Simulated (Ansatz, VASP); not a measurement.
**One calculation of Na, two programs**

```
Na
1.0
     4.08734    2.35982    9.48988
    -4.08734    2.35982    9.48988
     0.00000   -4.71965    9.48988
Na
12
Direct
  0.07607 0.53034 0.07607
  0.07607 0.07607 0.53034
  0.53034 0.07607 0.07607
  0.92393 0.46966 0.92393
  0.46966 0.92393 0.92393
  0.92393 0.92393 0.46966
  0.22714 0.63872 0.22714
  0.22714 0.22714 0.63872
  0.63872 0.22714 0.22714
  0.77286 0.36128 0.77286
  0.36128 0.77286 0.77286
  0.77286 0.77286 0.36128
```

Alike in both runs: functional r2SCAN; k mesh 3 × 3 × 3; occupations gaussian, width 0.1 eV; no spin polarisation.

Ansatz relaxed the structure, and its values are those at the end. VASP's run is a single point on that final structure, the one shown.

```csv
,VASP,Ansatz
version,VASP 6.6.1,Ansatz 0.2.0
potentials or method,"VASP PAW PBE potentials, release 64 (Na_pv), cutoff 520 eV","scalar-relativistic, plane waves, PAW"
valence electrons in the cell,84,108
```

|  | VASP | Ansatz | Ansatz less VASP |
| --- | --- | --- | --- |
| gap on the k mesh at the Fermi level (eV) | none | none | - |
| pressure (GPa) | 0.1 | 0.1 | -0.02 |
| rms of the force components (eV/Å) | 0.012 | 0.005 | -0.0074 |

VASP's potentials were made for PBE, not for r2SCAN. A gap of «none» marks a metal or a gap that the smearing closes. VASP's potentials hold 84 valence electrons a cell and Ansatz's 108, so a difference there can come from the potentials and not from the codes.
